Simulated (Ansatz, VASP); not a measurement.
# TiCo: VASP beside Ansatz

INCAR

```
SYSTEM = TiCo
PREC = Accurate
ENCUT = 520
EDIFF = 1E-7
ISMEAR = 0
SIGMA = 0.15
LREAL = .False.
LASPH = .True.
NELM = 150
ALGO = Normal
ISIF = 2
LWAVE = .False.
LCHARG = .False.
ISPIN = 2
MAGMOM = 0 0.75
LORBIT = 11
LMAXMIX = 4
GGA = PS
NBANDS = 22
```

File KPOINTS:

```
regular mesh
0
Gamma
  20 20 20
  0 0 0
```

File POSCAR:

```
TiCo
1.0
    2.9385073288      0.0000000000      0.0000000000
    0.0000000000      2.9385073288      0.0000000000
    0.0000000000      0.0000000000      2.9385073288
Ti Co
1 1
Direct
    0.0000000000      0.0000000000      0.0000000000
    0.5000000000      0.5000000000      0.5000000000
```

Input for Ansatz:

```yaml
crystal:
  lattice:
    - [2.9385073288, 0.0, 0.0]
    - [0.0, 2.9385073288, 0.0]
    - [0.0, 0.0, 2.9385073288]
  atoms:
    - { symbol: Ti, position: [0.0, 0.0, 0.0] }
    - { symbol: Co, position: [0.5, 0.5, 0.5], spin: 0.75 }
basis:
  ecutwfc: 420
kpoints:
  mp_grid: { grid: [20, 20, 20] }
hamiltonian:
  xc: pbesol
scf:
  occupations: { method: gaussian, width: 0.15 }
output:
  forces: true
  stress: true
  eigenvalues: true
  populations: true
magnetization:
  spin_polarized: true
```

Alike in both runs: task single point; functional PBEsol; k mesh 20 × 20 × 20; occupations gaussian, width 0.15 eV; collinear spin.

|  | VASP | Ansatz |
| --- | --- | --- |
| version | VASP 6.6.1 | Ansatz 0.2.0 |
| potentials or method | VASP PAW PBE potentials, release 64 (Ti_sv, Co), cutoff 520 eV | scalar-relativistic, plane waves, PAW |
| valence electrons in the cell | 21 | 29 |

Ansatz gave:

| Property | Result |
| --- | --- |
| gap on the k mesh at the Fermi level (eV) | none |
| pressure (GPa) | 0.3 |
| net moment per atom (μB) | 0.34 |
| size of the moment on the site where the two differ most (μB) | 0.72 |

**Question.** Which values does VASP return?

**Answer.** gap on the k mesh at the Fermi level (eV): none; pressure (GPa): -0.4; net moment per atom (μB): 0.32; size of the moment on the site where the two differ most (μB): 0.66.

VASP's potentials were made for PBE, not for PBEsol. Site moments also hang on the region over which each program counts them. A gap of «none» marks a metal or a gap that the smearing closes. The functional is the same, so the differences come from potentials, cutoffs and numerics. VASP's potentials hold 21 valence electrons a cell and Ansatz's 29, so a difference there can come from the potentials and not from the codes.
